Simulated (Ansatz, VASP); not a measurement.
## AlN in VASP and in Ansatz

Contents of INCAR:

```
ALGO = Normal
EDIFF = 1E-6
ENCUT = 520
GGA = PS
ISIF = 2
ISMEAR = 0
LASPH = True
LCHARG = False
LREAL = False
LWAVE = False
NBANDS = 16
NELM = 60
PREC = Accurate
SIGMA = 0.05
```

Contents of KPOINTS:

```
k-points
0
Gamma
  9 9 6
```

Contents of POSCAR:

```
AlN
1.0
    3.0176720870      0.0000000000      0.0000000000
   -1.5088360435      2.6133806877      0.0000000000
    0.0000000000      0.0000000000      4.8286600000
Al N
2 2
Direct
    0.3333333333      0.6666666667      0.0000000000
    0.6666666667      0.3333333333      0.5000000000
    0.3333333333      0.6666666667      0.3850000000
    0.6666666667      0.3333333333      0.8850000000
```

Input for Ansatz:

```yaml
crystal:
  lattice:
    - [3.017672087, 0.0, 0.0]
    - [-1.5088360435, 2.6133806877, 0.0]
    - [0.0, 0.0, 4.82866]
  atoms:
    - { symbol: Al, position: [0.3333333333, 0.6666666667, 0.0] }
    - { symbol: Al, position: [0.6666666667, 0.3333333333, 0.5] }
    - { symbol: "N", position: [0.3333333333, 0.6666666667, 0.385] }
    - { symbol: "N", position: [0.6666666667, 0.3333333333, 0.885] }
basis:
  ecutwfc: 420
kpoints:
  mp_grid: { grid: [9, 9, 6] }
hamiltonian:
  xc: pbesol
scf:
  occupations: { method: gaussian, width: 0.05 }
output:
  forces: true
  stress: true
  eigenvalues: true
```

Change from the starting cell: strain -0.030 along x and y, -0.030 along z, atoms carried along.

Alike in both runs: task single point; functional PBEsol; k mesh 9 × 9 × 6; occupations gaussian, width 0.05 eV; no spin polarisation.

|  | VASP | Ansatz |
| --- | --- | --- |
| version | VASP 6.6.1 | Ansatz 0.2.0 |
| potentials or method | VASP PAW PBE potentials, release 64 (Al, N), cutoff 520 eV | scalar-relativistic, plane waves, PAW |
| valence electrons in the cell | 16 | 16 |

VASP gave:

* gap on the k mesh at the Fermi level (eV): 4.89
* least direct gap on the mesh (eV): 4.91
* pressure (GPa): 22.9
* traceless stress, the component that is largest in VASP (GPa): -3.23
* rms of the force components (eV/Å): 0.106

Task: Estimate Ansatz's values.

Result: gap on the k mesh at the Fermi level (eV): 4.89; least direct gap on the mesh (eV): 4.89; pressure (GPa): 22.7; traceless stress, the component that is largest in VASP (GPa): -3.17; rms of the force components (eV/Å): 0.104.

VASP's potentials were made for PBE, not for PBEsol. Atom by atom the forces differ by 0.001 eV/Å (rms over components). The functional is the same, so the differences come from potentials, cutoffs and numerics.
